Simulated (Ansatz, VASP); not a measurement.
Ta2NbO4: VASP beside Ansatz

Contents of INCAR:

```
SYSTEM = Ta2NbO4
  PREC = Accurate
  ENCUT = 600
  EDIFF = 1E-6
  ISMEAR = 0
  SIGMA = 0.2
  LREAL = .FALSE.
  LASPH = .TRUE.
  NELM = 120
  ALGO = Normal
  ISIF = 2
  LWAVE = .FALSE.
  LCHARG = .FALSE.
  GGA = PE
  NBANDS = 40
  GGA_COMPAT = .FALSE.
```

The input KPOINTS:

```
regular mesh
0
G
  6 6 4
  0 0 0
```

The input POSCAR:

```
Ta2NbO4
1.0
    0.0000000000      3.7181866672      2.9403606084
    0.0000000000     -3.7181866672      2.9403606084
    5.1334811803      0.0000000000      0.0000000000
Ta Nb O
2 1 4
Direct
    0.4973478604      0.1364915258      0.5000000000
    0.1364915258      0.4973478604      0.5000000000
    0.5212577488      0.5212577488      0.0000000000
    0.3856875840      0.7876292085      0.7469095768
    0.7876292085      0.3856875840      0.2530904232
    0.7876292085      0.3856875840      0.7469095768
    0.3856875840      0.7876292085      0.2530904232
```

Input for Ansatz:

```yaml
crystal:
  lattice:
    - [0.0, 3.7181866672, 2.9403606084]
    - [0.0, -3.7181866672, 2.9403606084]
    - [5.1334811803, 0.0, 0.0]
  atoms:
    - { symbol: Ta, position: [0.4973478604, 0.1364915258, 0.5] }
    - { symbol: Ta, position: [0.1364915258, 0.4973478604, 0.5] }
    - { symbol: Nb, position: [0.5212577488, 0.5212577488, 0.0] }
    - { symbol: O, position: [0.385687584, 0.7876292085, 0.7469095768] }
    - { symbol: O, position: [0.7876292085, 0.385687584, 0.2530904232] }
    - { symbol: O, position: [0.7876292085, 0.385687584, 0.7469095768] }
    - { symbol: O, position: [0.385687584, 0.7876292085, 0.2530904232] }
basis:
  ecutwfc: 420
kpoints:
  mp_grid: { grid: [6, 6, 4] }
hamiltonian:
  xc: pbe
scf:
  occupations: { method: gaussian, width: 0.2 }
  lower_state_search: "off"
output:
  forces: true
  stress: true
  eigenvalues: true
```

Alike in both runs: task single point; functional PBE; k mesh 6 × 6 × 4; occupations gaussian, width 0.2 eV; no spin polarisation.

```csv
,VASP,Ansatz
version,VASP 6.6.1,Ansatz 0.2.0
potentials or method,"VASP PAW PBE potentials, release 64 (Ta_sv_GW, Nb_sv, O), cutoff 600 eV","scalar-relativistic, plane waves, PAW"
valence electrons in the cell,63,63
```

|  | VASP | Ansatz | Ansatz less VASP |
| --- | --- | --- | --- |
| gap on the k mesh at the Fermi level (eV) | none | none | - |
| pressure (GPa) | -0.1 | 0.0 | +0.19 |
| traceless stress, the component that is largest in VASP (GPa) | -0.16 | 0.08 | +0.236 |
| rms of the force components (eV/Å) | 0.025 | 0.022 | -0.0038 |

Atom by atom the forces differ by 0.019 eV/Å (rms over components). A gap of «none» marks a metal or a gap that the smearing closes. The functional is the same, so the differences come from potentials, cutoffs and numerics.

Neither program's run includes spin-orbit coupling.
